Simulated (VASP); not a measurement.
Wanted: the native input for a VASP 6.6.1 run.

* Task: relaxation of cell and atoms
* Functional: r2SCAN
* Potentials or basis: VASP PAW PBE potentials, release 64 (Au)
* Cutoff: 550 eV
* k mesh: 13 × 13 × 13
* Occupations: fermi-dirac, width 0.1 eV
* Spin: no spin polarisation
* Dipole correction: no
* Further INCAR settings: ALGO = Normal; EDIFF = 1e-07; IBRION = 2; EDIFFG = -0.03; NSW = 80; ISIF = 3

Au:

```
Au
1.0
     0.00000    2.80000    2.80000
     2.80000    0.00000    2.80000
     2.80000    2.80000    0.00000
Au
2
Direct
  0.00000 0.00000 0.00000
  0.25000 0.25000 0.25000
```

The input as run:

POSCAR

```
Au
1.0
    0.0000000000      2.8000000000      2.8000000000
    2.8000000000      0.0000000000      2.8000000000
    2.8000000000      2.8000000000      0.0000000000
Au
2
Direct
    0.0000000000      0.0000000000      0.0000000000
    0.2500000000      0.2500000000      0.2500000000
```

INCAR.step1

```
SYSTEM = Au
PREC = Accurate
ENCUT = 550
ISMEAR = -1
SIGMA = 0.1
LREAL = .FALSE.
LASPH = .TRUE.
NELM = 120
GGA = PE
ALGO = Normal
EDIFF = 1E-5
LWAVE = .TRUE.
LCHARG = .FALSE.
GGA_COMPAT = .FALSE.
IBRION = 2
ISIF = 3
EDIFFG = -0.005
NELMIN = 4
NSW = 100
```

INCAR.step2

```
SYSTEM = Au
PREC = Accurate
ENCUT = 550
EDIFF = 1E-7
ISMEAR = -1
SIGMA = 0.1
LREAL = .FALSE.
LASPH = .TRUE.
NELM = 120
ALGO = Normal
ISIF = 3
LWAVE = .FALSE.
LCHARG = .FALSE.
METAGGA = R2SCAN
LMIXTAU = .TRUE.
IBRION = 2
NSW = 80
EDIFFG = -0.03
ISTART = 1
GGA_COMPAT = .FALSE.
NELMIN = 4
```

KPOINTS

```
regular mesh
0
G
  13 13 13
  0 0 0
```

Potentials or basis: VASP PAW PBE potentials, release 64 (Au).

Command:

```console
$ cat potpaw_PBE.64/Au/POTCAR > POTCAR
$ cp INCAR.step1 INCAR
$ mpirun -np 1 vasp_std > vasp.out
$ cp INCAR.step2 INCAR
$ mpirun -np 1 vasp_std > vasp.out
```

Results of the run:

| Quantity | Value |
| --- | --- |
| Relaxed volume | 28.08 Å³/atom |
| Relaxed cell | a = 4.299 Å, b = 4.299 Å, c = 4.299 Å, α = 60.00°, β = 60.00°, γ = 60.00° |
| Space group after relaxing (to 0.05 Å) | Fd-3m (No. 227) |
| Energy gained by relaxing | 463.2 meV/atom |
| Ionic steps | 5 |
| Pressure after relaxing | 0.0 GPa |
| Band gap on the k mesh | zero (band 11 reaches 3.25 eV, above the bottom of band 12 at 2.65 eV) |

Caveat: the volume moved by over 15 % at a fixed basis, so the end points are rough; the PAW data sets were made with another functional, which shifts forces and pressure a little; spin-orbit coupling is left out, which moves the levels of the heavy elements.

It took 18 min on 1 thread of Intel Xeon 6975P-C, with other jobs on the host, peak memory 0.22 GiB.
